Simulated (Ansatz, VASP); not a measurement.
# NbP: VASP beside Ansatz

```
Nb P
1.0
    -1.64073    1.64073    5.62293
     1.64073   -1.64073    5.62293
     1.64073    1.64073   -5.62293
Nb P
2 2
Cartesian
  1.6407 0.0000 2.8101
  0.0000 0.0000 5.6216
  0.0000 1.6407 3.7420
  0.0000 0.0000 0.9306
```

Change from the starting cell: volume scaled by 0.94.

Alike in both runs: task single point; functional PBEsol; k mesh 11 × 11 × 11; occupations fermi-dirac, width 0.05 eV; no spin polarisation.

|  | VASP | Ansatz |
| --- | --- | --- |
| version | VASP 6.6.1 | Ansatz 0.2.0 |
| potentials or method | VASP PAW PBE potentials, release 64 (Nb_sv, P), cutoff 520 eV | all-electron LAPW, scalar-relativistic |

```csv
,VASP,Ansatz,Ansatz less VASP
gap on the k mesh at the Fermi level (eV),none,none,-
pressure (GPa),5.9,6.2,+0.24
"traceless stress, the component that is largest in VASP (GPa)",-1.49,-1.50,-0.005
rms of the force components (eV/Å),0.024,0.024,+0.0003
```

VASP's potentials were made for PBE, not for PBEsol. Atom by atom the forces differ by 0.000 eV/Å (rms over components). A gap of «none» marks a metal or a gap that the smearing closes. Ansatz ran all-electron here, and VASP with PAW potentials.
